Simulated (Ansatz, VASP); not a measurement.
**ZnSe in VASP and in Ansatz**

```
Se Zn
1.0
     0.00000    2.71932    2.71932
     2.71932    0.00000    2.71932
     2.71932    2.71932    0.00000
Se Zn
1 1
Direct
  0.00000 0.00000 0.00000
  0.50000 0.50000 0.50000
```

Alike in both runs: task single point; functional PBE; k mesh 12 × 12 × 12; occupations gaussian, width 0.05 eV; no spin polarisation.

|  | VASP | Ansatz |
| --- | --- | --- |
| version | VASP 6.6.1 | Ansatz 0.2.0 |
| potentials or method | VASP PAW PBE potentials, release 64 (Se, Zn), cutoff 520 eV | scalar-relativistic, plane waves, PAW |
| valence electrons in the cell | 18 | 28 |

Ansatz gave:

| Property | Result |
| --- | --- |
| gap on the k mesh at the Fermi level (eV) | none |
| pressure (GPa) | -2.5 |

Question: Estimate VASP's values.

Answer: gap on the k mesh at the Fermi level (eV): none; pressure (GPa): -2.4.

A gap of «none» marks a metal or a gap that the smearing closes. With one functional, cell and mesh, what is left measures potentials, basis and numerics. VASP's potentials hold 18 valence electrons a cell and Ansatz's 28, so a difference there can come from the potentials and not from the codes.
